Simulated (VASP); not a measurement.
# Ru8N in VASP: single point with PBE+D3(BJ)

Aim: the single point of Ru8N with PBE+D3(BJ).

Everything below comes from runs of VASP 6.6.1. Logs are shortened: lines on timing, memory, paths and dates and some standing lists are left out, and cuts for length are marked.

## Step 1: The cell of the first run

The cell holds a slab with vacuum, 18 atoms: a = 5.395 Å, b = 5.395 Å, c = 25.038 Å, α = 90.00°, β = 90.00°, γ = 120.00°.

## Step 2: Single point, PBE+D3(BJ)

File INCAR:

```
SYSTEM = Ru8N
  PREC = Accurate
  ENCUT = 520
  EDIFF = 1E-6
  ISMEAR = 0
  SIGMA = 0.1
  LREAL = .FALSE.
  LASPH = .TRUE.
  NELM = 120
  ALGO = Normal
  ISIF = 2
  LWAVE = .FALSE.
  LCHARG = .FALSE.
  LDIPOL = .TRUE.
  IDIPOL = 3
  DIPOL = 0.5 0.5 0.317
  GGA = PE
  IVDW = 12
  NBANDS = 132
  GGA_COMPAT = .FALSE.
  NELMDL = -8
```

File KPOINTS:

```
Automatic mesh
0
G
  6 6 1
  0 0 0
```

File POSCAR:

```
Ru8N
1.0
    5.3951895594      0.0000000000      0.0000000000
   -2.6975947797      4.6723712167      0.0000000000
    0.0000000000      0.0000000000     25.0383144398
Ru N
16 2
Direct
    0.3333333333      0.1666666667      0.1597551628
    0.3333333333      0.6666666667      0.1597551628
    0.8333333333      0.1666666667      0.1597551628
    0.8333333333      0.6666666667      0.1597551628
    0.1666666667      0.3333333333      0.2449409688
    0.1666666667      0.8333333333      0.2449409688
    0.6666666667      0.3333333333      0.2449409688
    0.6666666667      0.8333333333      0.2449409688
    0.3333333333      0.1666666667      0.3299719610
    0.3333333333      0.6666666667      0.3299719610
    0.8333333333      0.1666666667      0.3299719610
    0.8333333333      0.6666666667      0.3299719610
    0.1666666667      0.3333333333      0.4128997766
    0.1666666667      0.8333333333      0.4128997766
    0.6666666667      0.3333333333      0.4128997766
    0.6666666667      0.8333333333      0.4128997766
    0.1666666667      0.3333333333      0.5327161488
    0.1666666667      0.3333333333      0.5766488185
```

Potentials or basis: VASP PAW PBE potentials, release 64 (Ru_pv, N).

Run with:

```
cat potpaw_PBE.64/Ru_pv/POTCAR potpaw_PBE.64/N/POTCAR > POTCAR
mpirun -np 1 vasp_std > vasp.out
```

OUTCAR:

```text
SYSTEM = Ru8N
   PREC = Accurate
   ENCUT = 520
   EDIFF = 1E-6
   ISMEAR = 0
   LREAL = .FALSE.
   LASPH = .TRUE.
   NELM = 120
   ISIF = 2
   GGA = PE
   IVDW = 12
   NELMDL = -8
 IVDW          = 12

 ion  position               nearest neighbor table
   1  0.333  0.167  0.160-   5 2.64   7 2.64   6 2.64   3 2.70   3 2.70   2 2.70   2 2.70   4 2.70
                             4 2.70
   2  0.333  0.667  0.160-   6 2.64   8 2.64   5 2.64   4 2.70   4 2.70   3 2.70   1 2.70   1 2.70
                             3 2.70
   3  0.833  0.167  0.160-   7 2.64   5 2.64   8 2.64   1 2.70   1 2.70   2 2.70   4 2.70   4 2.70
                             2 2.70
   4  0.833  0.667  0.160-   8 2.64   6 2.64   7 2.64   2 2.70   2 2.70   1 2.70   3 2.70   3 2.70
                             1 2.70
   5  0.167  0.333  0.245-   9 2.64  11 2.64  10 2.64   1 2.64   3 2.64   2 2.64   7 2.70   7 2.70
                             6 2.70   6 2.70   8 2.70   8 2.70
   6  0.167  0.833  0.245-  10 2.64  12 2.64   9 2.64   2 2.64   4 2.64   1 2.64   8 2.70   8 2.70
                             7 2.70   5 2.70   5 2.70   7 2.70
   7  0.667  0.333  0.245-  11 2.64   9 2.64  12 2.64   3 2.64   1 2.64   4 2.64   5 2.70   5 2.70
                             6 2.70   8 2.70   8 2.70   6 2.70
   8  0.667  0.833  0.245-  12 2.64  10 2.64  11 2.64   4 2.64   2 2.64   3 2.64   6 2.70   6 2.70
                             5 2.70   7 2.70   7 2.70   5 2.70
   9  0.333  0.167  0.330-  13 2.60  15 2.60  14 2.60   5 2.64   7 2.64   6 2.64  11 2.70  11 2.70
                            10 2.70  10 2.70  12 2.70  12 2.70
  10  0.333  0.667  0.330-  14 2.60  16 2.60  13 2.60   6 2.64   8 2.64   5 2.64  12 2.70  12 2.70
                            11 2.70   9 2.70   9 2.70  11 2.70
  11  0.833  0.167  0.330-  15 2.60  13 2.60  16 2.60   7 2.64   5 2.64   8 2.64   9 2.70   9 2.70
                            10 2.70  12 2.70  12 2.70  10 2.70
  12  0.833  0.667  0.330-  16 2.60  14 2.60  15 2.60   8 2.64   6 2.64   7 2.64  10 2.70  10 2.70
                             9 2.70  11 2.70  11 2.70   9 2.70
  13  0.167  0.333  0.413-   9 2.60  11 2.60  10 2.60  15 2.70  15 2.70  16 2.70  14 2.70  14 2.70
                            16 2.70
  14  0.167  0.833  0.413-  10 2.60  12 2.60   9 2.60  16 2.70  16 2.70  13 2.70  13 2.70  15 2.70
                            15 2.70
  15  0.667  0.333  0.413-  11 2.60   9 2.60  12 2.60  13 2.70  13 2.70  16 2.70  16 2.70  14 2.70
                            14 2.70
  16  0.667  0.833  0.413-  12 2.60  10 2.60  11 2.60  14 2.70  14 2.70  15 2.70  15 2.70  13 2.70
                            13 2.70
  17  0.167  0.333  0.533-  18 1.10
  18  0.167  0.333  0.577-  17 1.10

  LATTYP: Found a hexagonal cell.
 ALAT       =     5.3951895594
 C/A-ratio  =     4.6408590772

  Lattice vectors:

 A1 = (   5.3951895594,   0.0000000000,   0.0000000000)
 A2 = (  -2.6975947797,   4.6723712167,   0.0000000000)
 A3 = (   0.0000000000,   0.0000000000,  25.0383144398)

Analysis of symmetry for initial positions (statically):
=====================================================================
 Subroutine PRICEL returns:
 Original cell was already a primitive cell.

 Routine SETGRP: Setting up the symmetry group for a
 hexagonal supercell.

 Subroutine GETGRP returns: Found  6 space group operations
 (whereof  2 operations were pure point group operations)
 out of a pool of 24 trial point group operations.

The static configuration has the point symmetry C_1h.
 The point group associated with its full space group is C_3v.

Analysis of symmetry for dynamics (positions and initial velocities):
=====================================================================
 Subroutine PRICEL returns:
 Original cell was already a primitive cell.

 Routine SETGRP: Setting up the symmetry group for a
 hexagonal supercell.

 Subroutine GETGRP returns: Found  6 space group operations
 (whereof  2 operations were pure point group operations)
 out of a pool of 24 trial point group operations.

The dynamic configuration has the point symmetry C_1h.
 The point group associated with its full space group is C_3v.

 Subroutine INISYM returns: Found  6 space group operations
 (whereof  2 operations are pure point group operations),
 and found     1 'primitive' translations

----------------------------------------------------------------------------------------

                                     Primitive cell

  volume of cell :     631.1741

  direct lattice vectors                    reciprocal lattice vectors
     5.395189559  0.000000000  0.000000000     0.185350299  0.107012045  0.000000000
    -2.697594780  4.672371217  0.000000000     0.000000000  0.214024090  0.000000000
     0.000000000  0.000000000 25.038314440     0.000000000  0.000000000  0.039938791

  length of vectors
     5.395189559  5.395189559 25.038314440     0.214024090  0.214024090  0.039938791

  position of ions in fractional coordinates (direct lattice)
     0.333333333  0.166666667  0.159755163
     0.333333333  0.666666667  0.159755163
     0.833333333  0.166666667  0.159755163
     0.833333333  0.666666667  0.159755163
     0.166666667  0.333333333  0.244940969
     0.166666667  0.833333333  0.244940969
[... 10 lines left out ...]
     0.166666667  0.333333333  0.532716149
     0.166666667  0.333333333  0.576648818

  ion indices of the primitive-cell ions
   primitive index   ion index
                 1           1
                 2           2
                 3           3
                 4           4
                 5           5
                 6           6
[... 10 lines left out ...]
                17          17
                18          18

----------------------------------------------------------------------------------------

 KPOINTS: Automatic mesh

Automatic generation of k-mesh.
 Grid dimensions read from file:
 generate k-points for:    6    6    1

 Generating k-lattice:

  Cartesian coordinates                     Fractional coordinates (reciprocal lattice)
     0.030891717  0.017835341  0.000000000     0.166666667  0.000000000  0.000000000
     0.000000000  0.035670682  0.000000000     0.000000000  0.166666667  0.000000000
     0.000000000  0.000000000  0.039938791     0.000000000  0.000000000  1.000000000

  Length of vectors
     0.035670682  0.035670682  0.039938791

  Shift w.r.t. Gamma in fractional coordinates (k-lattice)
     0.000000000  0.000000000  0.000000000

 Subroutine IBZKPT returns following result:
 ===========================================

 Found      7 irreducible k-points:

 Following reciprocal coordinates:
            Coordinates               Weight
  0.000000  0.000000  0.000000      1.000000
  0.166667  0.000000  0.000000      6.000000
  0.333333  0.000000  0.000000      6.000000
  0.500000  0.000000  0.000000      3.000000
  0.166667  0.166667  0.000000      6.000000
  0.333333  0.166667  0.000000     12.000000
  0.333333  0.333333  0.000000      2.000000
   k-points           NKPTS =      7   k-points in BZ     NKDIM =      7   number of bands    NBANDS=    132
   number of dos      NEDOS =    301   number of ions     NIONS =     18
   total plane-waves  NPLWV = 307200
   dimension x,y,z NGX =    40 NGY =   40 NGZ =  192
   dimension x,y,z NGXF=    80 NGYF=   80 NGZF=  384
   ions per type =              16   2
   NGX,Y,Z   is equivalent  to a cutoff of  12.33, 12.33, 12.75 a.u.
   NGXF,Y,Z  is equivalent  to a cutoff of  24.65, 24.65, 25.50 a.u.
 SYSTEM =  Ru8N
   PREC   = accura    normal or accurate (medium, high low for compatibility)
   ISTART =      0    job   : 0-new  1-cont  2-samecut
   ICHARG =      2    charge: 1-file 2-atom 10-const
   ISPIN  =      1    spin polarized calculation?
   LNONCOLLINEAR =      F non collinear calculations
   LSORBIT =      F    spin-orbit coupling
   LASPH  =      T    aspherical Exc in radial PAW
   ENCUT  =  520.0 eV  38.22 Ry    6.18 a.u.  10.03 10.03 46.55*2*pi/ulx,y,z
   NELM   =    120;   NELMIN=  2; NELMDL= -8     # of ELM steps
   EDIFF  = 0.1E-05   stopping-criterion for ELM
   LREAL  =      F    real-space projection
   EDIFFG = 0.1E-04   stopping-criterion for IOM
   NSW    =      0    number of steps for IOM
   IBRION =     -1    ionic relax: 0-MD 1-quasi-New 2-CG
   NFREE  =      0    steps in history (QN), initial steepest desc. (CG)
   ISIF   =      2    stress and relaxation
   ISYM   =      2    0-nonsym 1-usesym 2-fastsym
   POTIM  = 0.5000    time-step for ionic-motion
   TEBEG  =    0.0;   TEEND  =   0.0 temperature during run
   PSTRESS=    0.0 pullay stress
   NELECT =     234.0000    total number of electrons
   NUPDOWN=      -1.0000    fix difference up-down
   EMIN   =  10.00;   EMAX   =-10.00  energy-range for DOS
   EFERMI =   0.00;   METHOD = LEGACY
   ISMEAR =     0;   SIGMA  =   0.10  broadening in eV -4-tet -1-fermi 0-gaus
   EFERMI_NEDOS =   21; number of points for ismear=-14 and -15
   IALGO  =     38    algorithm
   IMIX   =      4    mixing-type and parameters
     AMIX     =   0.40;   BMIX     =  1.00
     AMIX_MAG =   1.60;   BMIX_MAG =  1.00
  volume/ion in A,a.u.               =      35.07       236.63
  Fermi-wavevector in a.u.,A,eV,Ry     =   1.176063  2.222436 18.818531  1.383123
  Thomas-Fermi vector in A             =   2.312433
   LORBIT       =      0    0 simple, 1 ext, 2 COOP (PROOUT), +10 PAW based schemes
   GGA     = PE    functional components
   LHFCALC =     F    Hartree Fock is set to
   AEXX    =    0.0000 exact exchange contribution
   IVDW    =    12    specifies the selected vdW correction
   LEPSILON=     F    determine dielectric tensor
   LRPA    =     F    only Hartree local field effects (RPA)
 non-spin polarized calculation
 Gauss-broadening in eV      SIGMA  =   0.10
  energy-cutoff  :      520.00
  volume of cell :      631.17
 maximum number of plane-waves:     17040
   NGX = 21   NGY = 21   NGZ = 93

 dipolmoment           0.000000      0.000000      0.016376 electrons x Angstroem

 number of electron     234.0000050 magnetization

 dipolmoment           0.000000      0.000000     -0.048007 electrons x Angstroem

 Free energy of the ion-electron system (eV)
  ---------------------------------------------------
  ext. energy  EPLUGINS =         0.00000000
  ---------------------------------------------------
  free energy    TOTEN  =      -155.98072146 eV

  energy without entropy =     -155.88332079  energy(sigma->0) =     -155.93202113

 E-fermi :   1.5405     XC(G=0):  -6.1311

 val. band max:        1.5287008802   @ k =   0.3333   0.1667   0.0000
 cond. band min:       1.5602566184   @ k =   0.3333   0.0000   0.0000
 fundamental gap:      0.0315557382
 Fermi energy:         1.5405352192

 k-point     1 :       0.0000    0.0000    0.0000
  band No.  band energies     occupation
      1     -42.1647      2.00000
      2     -42.1555      2.00000
      3     -42.1555      2.00000
      4     -42.1329      2.00000
      5     -42.0852      2.00000
      6     -42.0852      2.00000
[... 121 lines left out ...]
    128       2.9609      0.00000
    129       2.9609      0.00000

 k-point     2 :       0.1667    0.0000    0.0000
  band No.  band energies     occupation
      1     -42.1348      2.00000
      2     -42.1274      2.00000
      3     -42.1152      2.00000
      4     -42.1098      2.00000
      5     -42.0611      2.00000
      6     -42.0606      2.00000
[... 781 lines left out ...]
    128       2.3785      0.00000
    129       2.3972      0.00000
 [bands above 129 left out]

------------------------ aborting loop because EDIFF is reached ----------------------------------------

 vacuum level on the upper side and lower side of the slab       (xc-potential included)        -0.320         0.022

 Edisp (eV)   -7.57868

 E8    (eV) :    -3.5549

  FORCE on cell =-STRESS in cart. coord.  units (eV):
  Direction    XX          YY          ZZ          XY          YZ          ZX
  --------------------------------------------------------------------------------------
  -------------------------------------------------------------------------------------
  Total     -11.60786   -11.60786    -2.28578     0.00000    -0.00000     0.00000
  in kB     -29.46549   -29.46549    -5.80225     0.00000    -0.00000     0.00000
  external pressure =      -21.58 kB  Pullay stress =        0.00 kB

 VOLUME and BASIS-vectors are now :
 -----------------------------------------------------------------------------
  energy-cutoff  :      520.00
  volume of cell :      631.17
      direct lattice vectors                 reciprocal lattice vectors
     5.395189559  0.000000000  0.000000000     0.185350299  0.107012045  0.000000000
    -2.697594780  4.672371217  0.000000000     0.000000000  0.214024090  0.000000000
     0.000000000  0.000000000 25.038314440     0.000000000  0.000000000  0.039938791

 POSITION                                       TOTAL-FORCE (eV/Angst)
 -----------------------------------------------------------------------------------
      1.34880      0.77873      4.00000         0.012508     -0.007222      0.519072
     -0.00000      3.11491      4.00000        -0.000000      0.014443      0.519072
      4.04639      0.77873      4.00000        -0.012508     -0.007222      0.519072
      2.69759      3.11491      4.00000         0.000000     -0.000000      0.510898
      0.00000      1.55746      6.13291         0.000000      0.000000     -0.514830
     -1.34880      3.89364      6.13291        -0.013839     -0.007990     -0.536611
[... 10 lines left out ...]
      0.00000      1.55746     13.33831         0.000000      0.000000     -2.353022
      0.00000      1.55746     14.43831         0.000000     -0.000000      2.249394
 -----------------------------------------------------------------------------------
    total drift:                                0.000002     -0.000001     -0.000520

  FREE ENERGIE OF THE ION-ELECTRON SYSTEM (eV)
  ---------------------------------------------------
  free  energy   TOTEN  =      -163.5593982676 eV

  energy  without entropy=     -163.4619976016  energy(sigma->0) =     -163.51069793

 vacuum level on the upper side and lower side of the slab         6.156         6.507
```

It took 36 min on 1 thread of Oxide Virtual Turin-like, shared host; peak memory 0.85 GiB.

Results:

| Property | Result |
| --- | --- |
| Free energy | -163.5594 eV |
| Largest force | 2.353 eV/Å |
| Band gap on the k mesh | zero (bands 117 and 118 overlap by 1.25 eV) |
| Dispersion energy per atom | -0.421 eV |

Forces in eV/Å, atoms in the order of the input:
```
Ru   0.013 -0.007  0.519
Ru   0.000  0.014  0.519
Ru  -0.013 -0.007  0.519
Ru   0.000  0.000  0.511
Ru   0.000  0.000 -0.515
Ru  -0.014 -0.008 -0.537
Ru   0.000  0.016 -0.537
Ru   0.014 -0.008 -0.537
Ru   0.086 -0.050  0.028
Ru   0.000  0.099  0.028
Ru  -0.086 -0.050  0.028
Ru   0.000  0.000 -0.096
Ru   0.000  0.000  0.294
Ru  -0.012 -0.007 -0.040
Ru   0.000  0.014 -0.040
Ru   0.012 -0.007 -0.040
N    0.000  0.000 -2.353
N    0.000  0.000  2.249
```

Levels at points of the mesh, in eV from the Fermi level:
```
           k point  band 114  band 115  band 116  band 117  band 118  band 119  band 120  band 121
(0.00, 0.00, 0.00)      0.18      0.23      0.99      0.99      1.07      1.08      1.08      1.19
(0.50, 0.00, 0.00)     -0.62     -0.62     -0.57     -0.57     -0.08     -0.07     -0.02      0.04
```

Caveat: the standard files for N, O and F lose accuracy on very short bonds.

The gap in the log of VASP goes by the Fermi energy; the results here count the filled bands.